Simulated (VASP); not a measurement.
Wanted: the native input for a VASP 6.6.1 run.

```yaml
Task: relaxation of cell and atoms
Functional: PBEsol
Potentials_or_basis: VASP PAW PBE potentials, release 64 (Rb_sv)
Cutoff: 600 eV
k_mesh: 3 × 3 × 3
Occupations: fermi-dirac, width 0.1 eV
Spin: no spin polarisation
Dipole_correction: no
Further_INCAR_settings: ALGO = Normal; EDIFF = 1e-07; IBRION = 2; EDIFFG = -0.01; NSW = 80; ISIF = 3
```

The structure of Rb lies in POSCAR:

```
Rb
1.0
    8.8656348752      0.0000000000      0.0000000000
    0.0000000000      8.8656348752      0.0000000000
    0.0000000000      0.0000000000      8.8656348752
Rb
8
Direct
    0.0000000000      0.0000000000      0.0000000000
    0.5000000000      0.5000000000      0.5000000000
    0.2500000000      0.0000000000      0.5000000000
    0.7500000000      0.0000000000      0.5000000000
    0.5000000000      0.2500000000      0.0000000000
    0.5000000000      0.7500000000      0.0000000000
    0.0000000000      0.5000000000      0.2500000000
    0.0000000000      0.5000000000      0.7500000000
```

These files were run (other wordings do the same):

INCAR

```
SYSTEM = Rb
  ALGO = Normal
  EDIFF = 1E-7
  EDIFFG = -0.01
  ENCUT = 600
  GGA = PS
  IBRION = 2
  ISIF = 3
  ISMEAR = -1
  LASPH = .TRUE.
  LCHARG = .FALSE.
  LREAL = .FALSE.
  LWAVE = .FALSE.
  NELM = 60
  NSW = 80
  PREC = Accurate
  SIGMA = 0.1
```

KPOINTS

```
k-points
0
G
  3 3 3
  0 0 0
```

Potentials or basis: VASP PAW PBE potentials, release 64 (Rb_sv).

Run with:

```bash
$ cat potpaw_PBE.64/Rb_sv/POTCAR > POTCAR
$ mpirun -np 1 vasp_std > vasp.out
```

It gave:

| Property | Result |
| --- | --- |
| Pressure after relaxing | 0.0 GPa |
| Band gap on the k mesh | zero (bands 36 and 37 overlap by 0.08 eV) |

Caveat: the relaxation stopped at its first step, so nothing moved; the PAW data sets were made with another functional, which shifts forces and pressure a little.

Run time: 110 s on 1 thread of Intel(R) Xeon(R) 6975P-C (Granite Rapids), on a shared host, peak memory 0.72 GiB.
